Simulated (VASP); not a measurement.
**Hg: single point with LDA**

The system is Hg.

```xyz
1
Lattice="1.7463 1.0082 2.1479 -1.7463 1.0082 2.1479 0.0000 -2.0165 2.1479" Properties=species:S:1:pos:R:3 pbc="T T T"
Hg   -1.7463    1.0082    2.1479
```

```yaml
Program: VASP 6.6.1
Task: single point
Functional: LDA
Potentials_or_basis: VASP PAW LDA potentials, release 64 (Hg_sv_GW)
Cutoff: 500 eV
k_mesh: 6 × 6 × 6
Occupations: fermi-dirac, width 0.1 eV
Spin: no spin polarisation
```

```json
{
  "Pressure": "-1.4 GPa",
  "Band gap on the k mesh": "zero (band 10 reaches 7.61 eV, above the bottom of band 11 at 3.98 eV)"
}
```

Stress tensor (GPa, compression positive):
```
-1.85  0.00  0.00
 0.00 -1.85  0.00
 0.00  0.00 -0.60
```

Levels at points of the mesh, in eV from the Fermi level:
```
           k point  band 8  band 9  band 10  band 11  band 12  band 13
(0.00, 0.00, 0.00)   -6.14   -6.03    -6.03    11.74    12.40    12.40
(0.50, 0.00, 0.00)   -6.16   -5.83    -2.04    -1.99    12.34    12.82
(0.50, 0.50, 0.00)   -5.89   -5.17     0.00     1.21     4.42    10.11
(0.50, 0.50, 0.50)   -5.26   -5.26     0.32     2.29     8.99     8.99
```

Wall time 4.6 s on 1 thread of Intel(R) Xeon(R) 6975P-C (Granite Rapids) (shared host), peak memory 0.14 GiB.

Caveat: the k points lie up to 0.38 Å⁻¹ apart; spin-orbit coupling is left out, which moves the levels of the heavy elements.
